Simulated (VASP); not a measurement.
# SnSe (Pm-3m) in VASP: notebook

The runs below take SnSe through single point, with r2SCAN+D3(BJ).

All numbers are computed with VASP 6.6.1; they aren't measurements. Logs are shortened: lines on timing, memory, paths and dates and some standing lists are left out, and cuts for length are marked.

**1. The cell of the first run**

The structure is cubic, space group Pm-3m (No. 221). The conventional cell has a = 3.634 Å, b = 3.634 Å, c = 3.634 Å, α = 90.00°, β = 90.00°, γ = 90.00°. Within 4.1 Å of Se (site symmetry m-3m) lie 8 Sn at 3.15 Å and 6 Se at 3.63 Å. Within 4.1 Å of Sn (site symmetry m-3m) lie 8 Se at 3.15 Å and 6 Sn at 3.63 Å.

**2. Single point, r2SCAN+D3(BJ) (24.00 Å³/atom)**

Contents of POSCAR:

```
SnSe
1.0
    3.6342650805      0.0000000000      0.0000000000
    0.0000000000      3.6342650805      0.0000000000
    0.0000000000      0.0000000000      3.6342650805
Se Sn
1 1
Direct
    0.0000000000      0.0000000000      0.0000000000
    0.5000000000      0.5000000000      0.5000000000
```

Contents of INCAR.step1:

```
SYSTEM = SnSe
  PREC = Accurate
  ENCUT = 520
  ISMEAR = 0
  SIGMA = 0.05
  LREAL = .False.
  LASPH = .True.
  NELM = 60
  NBANDS = 17
  GGA = PE
  ALGO = Normal
  EDIFF = 1E-4
  LWAVE = .True.
  LCHARG = .False.
```

Contents of INCAR.step2:

```
SYSTEM = SnSe
  PREC = Accurate
  ENCUT = 520
  EDIFF = 1E-6
  ISMEAR = 0
  SIGMA = 0.05
  LREAL = .False.
  LASPH = .True.
  NELM = 60
  ALGO = Normal
  ISIF = 2
  LWAVE = .False.
  LCHARG = .False.
  METAGGA = R2SCAN
  LMIXTAU = .True.
  IVDW = 12
  VDW_S6 = 1.0
  VDW_S8 = 0.78981345
  VDW_A1 = 0.49484001
  VDW_A2 = 5.73083694
  NBANDS = 17
  ISTART = 1
```

Contents of KPOINTS:

```
regular mesh
0
Gamma
  10 10 10
  0 0 0
```

Potentials or basis: VASP PAW PBE potentials, release 64 (Se, Sn_d).

Run with:

```
cat potpaw_PBE.64/Se/POTCAR potpaw_PBE.64/Sn_d/POTCAR > POTCAR
cp INCAR.step1 INCAR
mpirun -np 1 vasp_std > vasp.out
cp INCAR.step2 INCAR
mpirun -np 1 vasp_std > vasp.out
```

OUTCAR:

```text
SYSTEM = SnSe
   PREC = Accurate
   ENCUT = 520
   EDIFF = 1E-6
   ISMEAR = 0
   LREAL = .False.
   LASPH = .True.
   NELM = 60
   ISIF = 2
   METAGGA = R2SCAN
   IVDW = 12
   ISTART = 1
 IVDW          = 12

 ion  position               nearest neighbor table
   1  0.000  0.000  0.000-   2 3.15   2 3.15   2 3.15   2 3.15   2 3.15   2 3.15   2 3.15   2 3.15

   2  0.500  0.500  0.500-   1 3.15   1 3.15   1 3.15   1 3.15   1 3.15   1 3.15   1 3.15   1 3.15

  LATTYP: Found a simple cubic cell.
 ALAT       =     3.6342650805

  Lattice vectors:

 A1 = (   3.6342650805,   0.0000000000,   0.0000000000)
 A2 = (   0.0000000000,   3.6342650805,   0.0000000000)
 A3 = (   0.0000000000,   0.0000000000,   3.6342650805)

Analysis of symmetry for initial positions (statically):
=====================================================================
 Subroutine PRICEL returns:
 Original cell was already a primitive cell.

 Routine SETGRP: Setting up the symmetry group for a
 simple cubic supercell.

 Subroutine GETGRP returns: Found 48 space group operations
 (whereof 48 operations were pure point group operations)
 out of a pool of 48 trial point group operations.

The static configuration has the point symmetry O_h .

Analysis of symmetry for dynamics (positions and initial velocities):
=====================================================================
 Subroutine PRICEL returns:
 Original cell was already a primitive cell.

 Routine SETGRP: Setting up the symmetry group for a
 simple cubic supercell.

 Subroutine GETGRP returns: Found 48 space group operations
 (whereof 48 operations were pure point group operations)
 out of a pool of 48 trial point group operations.

The dynamic configuration has the point symmetry O_h .

 Subroutine INISYM returns: Found 48 space group operations
 (whereof 48 operations are pure point group operations),
 and found     1 'primitive' translations

----------------------------------------------------------------------------------------

                                     Primitive cell

  volume of cell :      48.0009

  direct lattice vectors                    reciprocal lattice vectors
     3.634265081  0.000000000  0.000000000     0.275158795  0.000000000  0.000000000
     0.000000000  3.634265081  0.000000000     0.000000000  0.275158795  0.000000000
     0.000000000  0.000000000  3.634265081     0.000000000  0.000000000  0.275158795

  length of vectors
     3.634265081  3.634265081  3.634265081     0.275158795  0.275158795  0.275158795

  position of ions in fractional coordinates (direct lattice)
     0.000000000  0.000000000  0.000000000
     0.500000000  0.500000000  0.500000000

  ion indices of the primitive-cell ions
   primitive index   ion index
                 1           1
                 2           2

----------------------------------------------------------------------------------------

 KPOINTS: regular mesh

Automatic generation of k-mesh.
 Grid dimensions read from file:
 generate k-points for:   10   10   10

 Generating k-lattice:

  Cartesian coordinates                     Fractional coordinates (reciprocal lattice)
     0.027515879  0.000000000  0.000000000     0.100000000  0.000000000  0.000000000
     0.000000000  0.027515879  0.000000000     0.000000000  0.100000000  0.000000000
     0.000000000  0.000000000  0.027515879     0.000000000  0.000000000  0.100000000

  Length of vectors
     0.027515879  0.027515879  0.027515879

  Shift w.r.t. Gamma in fractional coordinates (k-lattice)
     0.000000000  0.000000000  0.000000000

 Subroutine IBZKPT returns following result:
 ===========================================

 Found     56 irreducible k-points:

 Following reciprocal coordinates:
            Coordinates               Weight
  0.000000  0.000000  0.000000      1.000000
  0.100000  0.000000  0.000000      6.000000
  0.200000  0.000000  0.000000      6.000000
  0.300000  0.000000  0.000000      6.000000
  0.400000  0.000000  0.000000      6.000000
  0.500000  0.000000  0.000000      3.000000
[... 16 lines left out ...]
  0.200000  0.100000  0.100000     24.000000
  0.300000  0.100000  0.100000     24.000000
 [... further k-points ...]
   k-points           NKPTS =     56   k-points in BZ     NKDIM =     56   number of bands    NBANDS=     17
   number of dos      NEDOS =    301   number of ions     NIONS =      2
   total plane-waves  NPLWV =  21952
   dimension x,y,z NGX =    28 NGY =   28 NGZ =   28
   dimension x,y,z NGXF=    56 NGYF=   56 NGZF=   56
   ions per type =               1   1
   NGX,Y,Z   is equivalent  to a cutoff of  12.81, 12.81, 12.81 a.u.
   NGXF,Y,Z  is equivalent  to a cutoff of  25.62, 25.62, 25.62 a.u.
 SYSTEM =  SnSe
   PREC   = accura    normal or accurate (medium, high low for compatibility)
   ISTART =      1    job   : 0-new  1-cont  2-samecut
   ICHARG =      0    charge: 1-file 2-atom 10-const
   ISPIN  =      1    spin polarized calculation?
   LNONCOLLINEAR =      F non collinear calculations
   LSORBIT =      F    spin-orbit coupling
   LASPH  =      T    aspherical Exc in radial PAW
   ENCUT  =  520.0 eV  38.22 Ry    6.18 a.u.   6.76  6.76  6.76*2*pi/ulx,y,z
   NELM   =     60;   NELMIN=  2; NELMDL=  0     # of ELM steps
   EDIFF  = 0.1E-05   stopping-criterion for ELM
   LREAL  =      F    real-space projection
   EDIFFG = 0.1E-04   stopping-criterion for IOM
   NSW    =      0    number of steps for IOM
   IBRION =     -1    ionic relax: 0-MD 1-quasi-New 2-CG
   NFREE  =      0    steps in history (QN), initial steepest desc. (CG)
   ISIF   =      2    stress and relaxation
   ISYM   =      2    0-nonsym 1-usesym 2-fastsym
   POTIM  = 0.5000    time-step for ionic-motion
   TEBEG  =    0.0;   TEEND  =   0.0 temperature during run
   PSTRESS=    0.0 pullay stress
   NELECT =      20.0000    total number of electrons
   NUPDOWN=      -1.0000    fix difference up-down
   EMIN   =  10.00;   EMAX   =-10.00  energy-range for DOS
   EFERMI =   0.00;   METHOD = LEGACY
   ISMEAR =     0;   SIGMA  =   0.05  broadening in eV -4-tet -1-fermi 0-gaus
   EFERMI_NEDOS =   21; number of points for ismear=-14 and -15
   IALGO  =     38    algorithm
   IMIX   =      4    mixing-type and parameters
     AMIX     =   0.40;   BMIX     =  1.00
     AMIX_MAG =   1.60;   BMIX_MAG =  1.00
  volume/ion in A,a.u.               =      24.00       161.96
  Fermi-wavevector in a.u.,A,eV,Ry     =   1.222742  2.310648 20.342049  1.495098
  Thomas-Fermi vector in A             =   2.357878
   LORBIT       =      0    0 simple, 1 ext, 2 COOP (PROOUT), +10 PAW based schemes
   METAGGA = R2SCAN    functional components
   LHFCALC =     F    Hartree Fock is set to
   AEXX    =    0.0000 exact exchange contribution
   IVDW    =    12    specifies the selected vdW correction
   LEPSILON=     F    determine dielectric tensor
   LRPA    =     F    only Hartree local field effects (RPA)
 non-spin polarized calculation
 Gauss-broadening in eV      SIGMA  =   0.05
  energy-cutoff  :      520.00
  volume of cell :       48.00
 maximum number of plane-waves:      1328
 NGX is ok and might be reduce to    28
   NGX = 13   NGY = 13   NGZ = 13

 number of electron      19.9999986 magnetization

 Free energy of the ion-electron system (eV)
  ---------------------------------------------------
  ext. energy  EPLUGINS =         0.00000000
  ---------------------------------------------------
  free energy    TOTEN  =       -39.26503906 eV

  energy without entropy =      -39.26374209  energy(sigma->0) =      -39.26439057

 E-fermi :   6.5278     XC(G=0): -10.9634

 val. band max:        6.5037674683   @ k =   0.5000   0.4000   0.3000
 cond. band min:       6.5622902357   @ k =   0.5000   0.4000   0.4000
 fundamental gap:      0.0585227674
 Fermi energy:         6.5278268861

 k-point     1 :       0.0000    0.0000    0.0000
  band No.  band energies     occupation
      1     -15.8065      2.00000
      2     -15.8065      2.00000
      3     -15.7218      2.00000
      4     -15.7218      2.00000
      5     -15.7218      2.00000
      6      -7.9983      2.00000
[... 9 lines left out ...]
     16      19.6236      0.00000
     17      19.6236      0.00000

 k-point     2 :       0.1000    0.0000    0.0000
  band No.  band energies     occupation
      1     -15.8062      2.00000
      2     -15.8000      2.00000
      3     -15.7240      2.00000
      4     -15.7240      2.00000
      5     -15.7215      2.00000
      6      -7.9180      2.00000
[... 9 lines left out ...]
     16      19.4098      0.00000
     17      19.4098      0.00000

 k-point     3 :       0.2000    0.0000    0.0000
  band No.  band energies     occupation
      1     -15.8053      2.00000
      2     -15.7830      2.00000
      3     -15.7299      2.00000
      4     -15.7299      2.00000
      5     -15.7210      2.00000
      6      -7.6893      2.00000
[... 9 lines left out ...]
     16      18.3032      0.00000
     17      19.3805      0.00000

 k-point     4 :       0.3000    0.0000    0.0000
  band No.  band energies     occupation
      1     -15.8043      2.00000
      2     -15.7620      2.00000
      3     -15.7372      2.00000
      4     -15.7372      2.00000
      5     -15.7203      2.00000
      6      -7.3579      2.00000
[... 9 lines left out ...]
     16      16.7223      0.00000
     17      19.7937      0.00000
[... 343 lines left out ...]
      1     -15.7963      2.00000
      2     -15.7963      2.00000
      3     -15.7267      2.00000
      4     -15.7259      2.00000
      5     -15.7259      2.00000
      6      -7.7594      2.00000
[... 9 lines left out ...]
     16      18.5052      0.00000
     17      18.5052      0.00000

 k-point    23 :       0.2000    0.1000    0.1000
  band No.  band energies     occupation
      1     -15.7954      2.00000
      2     -15.7791      2.00000
      3     -15.7328      2.00000
      4     -15.7319      2.00000
      5     -15.7254      2.00000
      6      -7.5354      2.00000
[... 9 lines left out ...]
     16      17.8125      0.00000
     17      18.2841      0.00000

 k-point    24 :       0.3000    0.1000    0.1000
  band No.  band energies     occupation
      1     -15.7944      2.00000
      2     -15.7580      2.00000
      3     -15.7406      2.00000
      4     -15.7393      2.00000
      5     -15.7246      2.00000
      6      -7.2130      2.00000
[... 9 lines left out ...]
     16      17.4401      0.00000
     17      17.4990      0.00000

 [... further k-points ...]

------------------------ aborting loop because EDIFF is reached ----------------------------------------

 Edisp (eV)   -0.37662

 E8    (eV) :    -0.1326

  FORCE on cell =-STRESS in cart. coord.  units (eV):
  Direction    XX          YY          ZZ          XY          YZ          ZX
  --------------------------------------------------------------------------------------
  -------------------------------------------------------------------------------------
  Total       0.01730     0.01730     0.01730     0.00000     0.00000    -0.00000
  in kB       0.57750     0.57750     0.57750     0.00000     0.00000    -0.00000
  external pressure =        0.58 kB  Pullay stress =        0.00 kB

 VOLUME and BASIS-vectors are now :
 -----------------------------------------------------------------------------
  energy-cutoff  :      520.00
  volume of cell :       48.00
      direct lattice vectors                 reciprocal lattice vectors
     3.634265081  0.000000000  0.000000000     0.275158795  0.000000000  0.000000000
     0.000000000  3.634265081  0.000000000     0.000000000  0.275158795  0.000000000
     0.000000000  0.000000000  3.634265081     0.000000000  0.000000000  0.275158795

 POSITION                                       TOTAL-FORCE (eV/Angst)
 -----------------------------------------------------------------------------------
      0.00000      0.00000      0.00000         0.000000      0.000000      0.000000
      1.81713      1.81713      1.81713         0.000000      0.000000      0.000000
 -----------------------------------------------------------------------------------
    total drift:                                0.000000      0.000000      0.000000

  FREE ENERGIE OF THE ION-ELECTRON SYSTEM (eV)
  ---------------------------------------------------
  free  energy   TOTEN  =       -39.6416574158 eV

  energy  without entropy=      -39.6403604420  energy(sigma->0) =      -39.64100893
```

It took 3.1 min on 1 thread of Intel Xeon 8259CL, shared host; peak memory 0.2 GiB.

Results:

- Free energy: -39.6417 eV
- Pressure: 0.1 GPa
- Band gap on the k mesh: zero (bands 10 and 11 overlap by 1.37 eV)
- Dispersion energy per atom: -0.188 eV

Caveat: the PAW data sets were made with another functional, which shifts forces and pressure a little; spin-orbit coupling is left out, which moves the levels of the heavy elements.

**3. Single point, r2SCAN+D3(BJ) (24.96 Å³/atom)**

This run uses another cell than the first one, of 24.96 Å³/atom.

Contents of POSCAR:

```
SnSe
1.0
    3.6820898423      0.0000000000      0.0000000000
    0.0000000000      3.6820898423      0.0000000000
    0.0000000000      0.0000000000      3.6820898423
Se Sn
1 1
Direct
    0.0000000000      0.0000000000      0.0000000000
    0.5000000000      0.5000000000      0.5000000000
```

Contents of INCAR.step1:

```
  PREC = Accurate
  ENCUT = 520
  ISMEAR = 0
  SIGMA = 0.05
  LREAL = False
  LASPH = True
  NELM = 80
  NBANDS = 17
  GGA = PE
  ALGO = Normal
  EDIFF = 1E-4
  LWAVE = True
  LCHARG = False
```

Contents of INCAR.step2:

```
  PREC = Accurate
  ENCUT = 520
  EDIFF = 1E-7
  ISMEAR = 0
  SIGMA = 0.05
  LREAL = False
  LASPH = True
  NELM = 80
  ALGO = Normal
  ISIF = 2
  LWAVE = False
  LCHARG = False
  METAGGA = R2SCAN
  LMIXTAU = True
  IVDW = 12
  VDW_S6 = 1.0
  VDW_S8 = 0.78981345
  VDW_A1 = 0.49484001
  VDW_A2 = 5.73083694
  NBANDS = 17
  ISTART = 1
```

Contents of KPOINTS:

```
Automatic mesh
0
Gamma
  10 10 10
```

Potentials or basis: VASP PAW PBE potentials, release 64 (Se, Sn_d).

Run with:

```
cat potpaw_PBE.64/Se/POTCAR potpaw_PBE.64/Sn_d/POTCAR > POTCAR
cp INCAR.step1 INCAR
mpirun -np 1 vasp_std > vasp.out
cp INCAR.step2 INCAR
mpirun -np 1 vasp_std > vasp.out
```

Wall time 3.6 min (1 thread of Intel Xeon 8259CL, shared host); peak memory 0.2 GiB.

The run converged. Its results:

| Property | Result |
| --- | --- |
| Free energy | -39.6320 eV |
| Pressure | -1.7 GPa |
| Band gap on the k mesh | zero (bands 10 and 11 overlap by 1.18 eV) |
| Dispersion energy per atom | -0.181 eV |

Levels at points of the mesh, in eV from the Fermi level:
```tsv
k point	band 8	band 9	band 10	band 11	band 12	band 13
(0.00, 0.00, 0.00)	-2.03	-2.03	-2.03	4.91	4.91	6.32
(0.50, 0.00, 0.00)	-0.72	-0.72	0.16	0.45	3.22	3.22
(0.50, 0.50, 0.00)	-5.15	-5.15	-0.30	4.37	4.37	4.89
(0.50, 0.50, 0.50)	-3.12	-3.12	-3.12	-0.98	-0.98	-0.98
```

Caveat: the PAW data sets were made with another functional, which shifts forces and pressure a little; spin-orbit coupling is left out, which moves the levels of the heavy elements.

The gap in the log of VASP goes by the Fermi energy; the results here count the filled bands.